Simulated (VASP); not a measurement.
SiGe3: single point with PBE

SiGe3:

```
Si Ge
1.0
     2.94778    0.00000    0.00000
    -1.47389    2.55285    0.00000
     0.00000    0.00000    9.61053
Si Ge
1 3
Direct
  0.66667 0.33333 0.50000
  0.33333 0.66667 0.73429
  0.33333 0.66667 0.26571
  0.66667 0.33333 0.00000
```

```
Program                : VASP 6.6.1
Task                   : single point
Functional             : PBE
Potentials or basis    : VASP PAW PBE potentials, release 64 (Si, Ge_d)
Cutoff                 : 520 eV
k mesh                 : 6 × 6 × 2
Occupations            : gaussian, width 0.1 eV
Spin                   : no spin polarisation
Dipole correction      : no
Further INCAR settings : ALGO = Normal; EDIFF = 1e-06; NBANDS = 31
```

* Pressure: 0.0 GPa
* Largest force: 0.012 eV/Å
* Band gap on the k mesh: zero (band 23 reaches 13.96 eV, above the bottom of band 24 at 4.79 eV)

Forces on the atoms (eV/Å):
```
Si   0.000  0.000  0.000
Ge   0.000  0.000 -0.012
Ge   0.000  0.000  0.012
Ge   0.000  0.000  0.000
```

Stress tensor (GPa, compression positive):
```
 0.06  0.00  0.00
 0.00  0.06  0.00
 0.00  0.00 -0.12
```

Levels at points of the mesh, in eV from the Fermi level:
```tsv
k point	band 20	band 21	band 22	band 23	band 24	band 25	band 26	band 27
(0.00, 0.00, 0.00)	-5.70	1.18	1.37	6.64	6.64	7.97	7.97	8.06
(0.50, 0.00, 0.00)	-5.13	-4.99	-2.36	-1.53	-1.01	1.12	2.53	4.15
(0.00, 0.00, 0.50)	-3.19	-2.70	5.46	6.64	6.72	6.72	7.54	7.54
(0.50, 0.00, 0.50)	-4.79	-4.05	-3.68	-2.83	1.36	2.01	2.69	3.24
```

Wall time 36 s on 1 thread of AMD EPYC 9R45 (Zen 5), with other jobs on the host, peak memory 0.16 GiB.

Caveat: the k points lie up to 0.41 Å⁻¹ apart.
